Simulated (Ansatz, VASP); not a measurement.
## Two plane-wave programs on LiBr

```xyz
2
Lattice="0.0000 2.7370 2.7370 2.7370 0.0000 2.7370 2.7370 2.7370 0.0000" Properties=species:S:1:pos:R:3 pbc="T T T"
Li    0.0000    0.0000    0.0000
Br    2.7370    2.7370    2.7370
```

Alike in both runs: task single point; functional PBE; k mesh 10 × 10 × 10; occupations gaussian, width 0.05 eV; no spin polarisation.

```csv
,VASP,Ansatz
version,VASP 6.6.1,Ansatz 0.2.0
potentials or method,"VASP PAW PBE potentials, release 64 (Li_sv, Br), cutoff 750 eV","scalar-relativistic, plane waves, PAW"
valence electrons in the cell,10,10
```

Ansatz gave:

- gap on the k mesh at the Fermi level (eV): 5.00
- least direct gap on the mesh (eV): 5.00
- pressure (GPa): 0.5

Estimate VASP's values.

gap on the k mesh at the Fermi level (eV): 5.00; least direct gap on the mesh (eV): 5.01; pressure (GPa): 0.5.
